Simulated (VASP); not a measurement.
Set up this calculation in VASP 6.6.1, as the native input.

```
Task                   : single point
Functional             : PBE
Potentials or basis    : VASP PAW PBE potentials, release 64 (Nd_3, Si, I), 4f in core
Cutoff                 : 500 eV
k mesh                 : 12 × 12 × 4
Occupations            : gaussian, width 0.1 eV
Spin                   : no spin polarisation
Dipole correction      : no
Mended                 : yes
Further INCAR settings : ALGO = Normal; EDIFF = 1e-06; NBANDS = 33
```

The structure of Nd3Si2I lies in POSCAR:

```
Nd3Si2I
1.0
    4.3511587104      0.0000000000      0.0000000000
   -2.1755793552      3.7682139791      0.0000000000
    0.0000000000      0.0000000000     11.3623966687
Nd Si I
3 2 1
Direct
    0.3333333333      0.6666666667      0.2117268647
    0.0000000000      0.0000000000      0.5000000000
    0.6666666667      0.3333333333      0.7882731353
    0.3333333333      0.6666666667      0.6576299202
    0.6666666667      0.3333333333      0.3423700798
    0.0000000000      0.0000000000      0.0000000000
```

The input as run:

INCAR

```
SYSTEM = Nd3Si2I
ALGO = Normal
EDIFF = 1E-6
ENCUT = 500
GGA = PE
GGA_COMPAT = .False.
ISIF = 2
ISMEAR = 0
LASPH = .True.
LCHARG = .False.
LMAXMIX = 6
LREAL = .False.
LWAVE = .False.
NBANDS = 33
NELM = 200
PREC = Accurate
SIGMA = 0.1
```

KPOINTS

```
k-points
0
Gamma
  12 12 4
  0 0 0
```

Potentials or basis: VASP PAW PBE potentials, release 64 (Nd_3, Si, I), 4f in core.

Launch:

```console
$ cat potpaw_PBE.64/Nd_3/POTCAR potpaw_PBE.64/Si/POTCAR potpaw_PBE.64/I/POTCAR > POTCAR
$ mpirun -np 1 vasp_std > vasp.out
```

Results of the run:

| Item | Value |
| --- | --- |
| Pressure | -1.0 GPa |
| Largest force | 0.009 eV/Å |
| Band gap on the k mesh | zero (bands 24 and 25 overlap by 0.17 eV) |

Caveat: spin-orbit coupling is left out, which moves the levels of the heavy elements; the 4f electrons are frozen in the core, so they carry no moment and show no levels; the run has no spin polarisation, though such a crystal can be magnetic.

Wall time 3.3 min on 1 thread of Intel(R) Xeon(R) 6975P-C (Granite Rapids), on a shared host, peak memory 0.52 GiB.
